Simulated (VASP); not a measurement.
SnSe: single point with r2SCAN

The system is SnSe, a slab with vacuum.

```
Sn Se
1.0
     4.19785    0.00000    0.00000
     0.00000    4.19785    0.00000
     0.00000    0.00000   10.76633
Sn Se
2 2
Direct
  0.00000 0.50000 0.62777
  0.50000 0.00000 0.37223
  0.00000 0.50000 0.38396
  0.50000 0.00000 0.61604
```

```json
{"Program": "VASP 6.6.1", "Task": "single point", "Functional": "r2SCAN", "Potentials or basis": "VASP PAW PBE potentials, release 64 (Sn_d, Se)", "Cutoff": "520 eV", "k mesh": "6 × 6 × 3", "Occupations": "fermi-dirac, width 0.05 eV", "Spin": "no spin polarisation"}
```

```yaml
Largest_force: 0.495 eV/Å
Band_gap_on_the_k_mesh: 1.63 eV (least direct gap 1.69 eV)
```

Forces on the atoms (eV/Å):
```
Sn   0.000  0.000  0.495
Sn   0.000  0.000 -0.495
Se   0.000  0.000 -0.373
Se   0.000  0.000  0.373
```

Levels at points of the mesh, in eV from the valence-band top:
```tsv
k point	band 17	band 18	band 19	band 20	band 21	band 22	band 23	band 24
(0.00, 0.00, 0.00)	-3.57	-2.10	-2.10	-0.36	1.76	3.92	4.03	4.89
(0.50, 0.00, 0.00)	-1.91	-1.91	-0.21	-0.21	1.84	1.84	2.23	2.23
(0.50, 0.50, 0.00)	-3.73	-3.73	-1.98	-1.98	4.06	4.06	4.96	4.96
```

Run time: 9 min on 1 thread of Intel Xeon 8259CL, with other jobs on the host, peak memory 0.36 GiB.

Caveat: the PAW data sets were made with another functional, which shifts forces and pressure a little; spin-orbit coupling is left out, which moves the levels of the heavy elements.
